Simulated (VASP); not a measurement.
Input of a VASP 6.6.1 run:

File INCAR:

```
ALGO = Normal
EDIFF = 1E-6
EDIFFG = -0.01
ENCUT = 600
GGA = PE
IBRION = 2
ISIF = 4
ISMEAR = 0
LASPH = T
LCHARG = F
LREAL = F
LWAVE = F
NELM = 60
NSW = 50
PREC = Accurate
SIGMA = 0.02
```

Contents of KPOINTS:

```
k-points
0
Gamma
  6 6 2
```

File POSCAR:

```
Zn3CdTe4
1.0
    4.5797532270      0.0000000000      0.0000000000
   -2.2898766135      3.9661826377      0.0000000000
    0.0000000000      0.0000000000     15.0903661411
Zn Cd Te
3 1 4
Direct
    0.3333333333      0.6666666667      0.5002357310
    0.6666666667      0.3333333333      0.2570802643
    0.6666666667      0.3333333333      0.7429000295
    0.3333333333      0.6666666667      0.0023067156
    0.3333333333      0.6666666667      0.1975018931
    0.3333333333      0.6666666667      0.6836365038
    0.6666666667      0.3333333333      0.4405257972
    0.6666666667      0.3333333333      0.9258130656
```

Potentials or basis: VASP PAW PBE potentials, release 64 (Zn, Cd, Te).

Run with:

```bash
$ cat potpaw_PBE.64/Zn/POTCAR potpaw_PBE.64/Cd/POTCAR potpaw_PBE.64/Te/POTCAR > POTCAR
$ mpirun -np 1 vasp_std > vasp.out
```

Task: Estimate the band gap on the k mesh.

Result: 0.45 eV.

The path:
```tsv
step	energy change (eV)	largest force (eV/Å)	pressure (GPa)	volume (Å³)
1	0.0000	0.0459	-3.04	274.10
2	-0.0002	0.0333	-3.04	274.10
3	-0.0003	0.0112	-3.03	274.10
4	-0.0003	0.0107	-3.03	274.10
5	-0.0003	0.0206	-3.04	274.10
6	-0.0003	0.0107	-3.03	274.10
7	-0.0003	0.0097	-3.03	274.10
```

Caveat: semilocal functionals underestimate gaps, and a narrow one can read as zero; spin-orbit coupling is left out, which moves the levels of the heavy elements.
